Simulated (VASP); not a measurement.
# Hf: single point with PBEsol

Crystal: Hf.

```
Hf
1.0
     0.00000    2.77288    2.77288
     2.77288    0.00000    2.77288
     2.77288    2.77288    0.00000
Hf
2
Direct
  0.00000 0.00000 0.00000
  0.25000 0.25000 0.25000
```

This isn't the form of Hf at room conditions, which is hcp.

| Item | Value |
| --- | --- |
| Program | VASP 6.6.1 |
| Task | single point |
| Functional | PBEsol |
| Potentials or basis | VASP PAW PBE potentials, release 64 (Hf_pv) |
| Cutoff | 500 eV |
| k mesh | 13 × 13 × 13 |
| Occupations | gaussian, width 0.05 eV |
| Spin | no spin polarisation |

| Item | Value |
| --- | --- |
| Pressure | 29.0 GPa |
| Band gap on the k mesh | zero (bands 10 and 11 overlap by 0.48 eV) |

Levels at points of the mesh, in eV from the Fermi level:
| k point | band 6 | band 7 | band 8 | band 9 | band 10 | band 11 | band 12 | band 13 | band 14 | band 15 |
| --- | --- | --- | --- | --- | --- | --- | --- | --- | --- | --- |
| (0.00, 0.00, 0.00) | -29.52 | -6.39 | -1.69 | -1.69 | 0.15 | 0.15 | 0.15 | 3.13 | 3.13 | 3.13 |

Run time: 25 s on 1 thread of Intel(R) Xeon(R) 6975P-C (Granite Rapids), with other jobs on the host, peak memory 0.2 GiB.

Caveat: the cell stands under pressure; the PAW data sets were made with another functional, which shifts forces and pressure a little; spin-orbit coupling is left out, which moves the levels of the heavy elements.
